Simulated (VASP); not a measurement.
Runs of VASP 6.6.1 on KBr. The structure is that of space group Fm-3m (No. 225), or close to it. The cells are those of the table. 

```csv
cell,gap on the mesh (eV),pressure (GPa)
"a = 4.526 Å, angles 60.0°, 2 atoms",5.36,2.0
"a = 4.821 Å, angles 60.0°, 2 atoms",4.82,-1.2
"a = 4.762 Å, angles 60.0°, 2 atoms",4.91,-0.8
"a = 4.475 Å, angles 60.0°, 2 atoms",(b),2.9
"a = 4.623 Å, angles 60.0°, 2 atoms",(a),0.6
```

Alike in all rows: task single point; level r2SCAN; potentials or basis VASP PAW PBE potentials, release 64 (K_sv, Br); no spin polarisation; k mesh 6 × 6 × 6; cutoff (eV) 520; smearing gaussian 0.02 eV.

Question: Estimate the missing entries.

Answer: (a) 5.16; (b) 5.47.

Caveats: the PAW data sets were made with another functional, which shifts forces and pressure a little.

A k mesh can miss the band edges, and the runs leave out spin-orbit coupling on Br.
